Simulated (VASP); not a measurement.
Wanted: the native input for a VASP 6.6.1 run.

```
Task                   : single point
Functional             : PBE
Potentials or basis    : VASP PAW PBE potentials, release 64 (Al, N, Si)
Cutoff                 : 520 eV
k mesh                 : 1 × 1 × 1, shifted
Occupations            : fermi-dirac, width 0.3447 eV
Spin                   : no spin polarisation
Dipole correction      : no
Further INCAR settings : ALGO = Normal; EDIFF = 1e-06; NBANDS = 41; ISYM = -1
```

The structure of Al3Si8N3 lies in POSCAR:

```
Al3Si8N3
1.0
    5.7732050000     -0.0648510000     -0.2515370000
   -0.0648510000      5.9471390000      0.0684970000
   -0.2515370000      0.0684970000      6.5273540000
Al N Si
3 3 8
Direct
    0.4008595452      0.9485161170      0.0322342712
    0.1120845681      0.3871359617      0.1586408159
    0.2412727234      0.9961906994      0.4522711565
    0.8855067115      0.6152597232      0.9062864151
    0.5018208838      0.3940266073      0.7045795094
    0.9708914123     -0.1472458489      0.2741990111
    0.9817577367      0.7560963662      0.6797054462
    0.7530614786      0.7222325798      0.1412944755
    0.9380315937      0.1041390540      0.8392171530
    0.3195521441      0.4978891092      0.9041788261
    0.4442262272      0.5920934805      0.5118222032
    0.0533257928      0.3627408713      0.5642852752
    0.7842515249      0.1182656007      0.3065759015
    0.5588245835      0.0450863610      0.7112789928
```

These files were run (other wordings do the same):

INCAR

```
SYSTEM = Al3Si8N3
  ALGO = Normal
  EDIFF = 1E-6
  ENCUT = 520
  GGA = PE
  GGA_COMPAT = .FALSE.
  ISIF = 2
  ISMEAR = -1
  ISYM = -1
  LASPH = .TRUE.
  LCHARG = .TRUE.
  LELF = .TRUE.
  LREAL = .FALSE.
  LVHAR = .TRUE.
  LWAVE = .FALSE.
  NBANDS = 41
  NELM = 120
  PREC = Accurate
  SIGMA = 0.3447
```

KPOINTS

```
explicit points
1
Reciprocal
  0.25000000   0.25000000   0.25000000 1
```

Potentials or basis: VASP PAW PBE potentials, release 64 (Al, N, Si).

Command:

```console
$ cat potpaw_PBE.64/Al/POTCAR potpaw_PBE.64/N/POTCAR potpaw_PBE.64/Si/POTCAR > POTCAR
$ mpirun -np 1 vasp_std > vasp.out
```

Results of the run:

- Pressure: -2.2 GPa
- Largest force: 3.761 eV/Å

Caveat: the atoms stand as in a frame of molecular dynamics; so wide a smearing shifts energies and pressures.

It took 32 s on 1 thread of Intel Xeon 8259CL, on a shared host, peak memory 0.32 GiB.
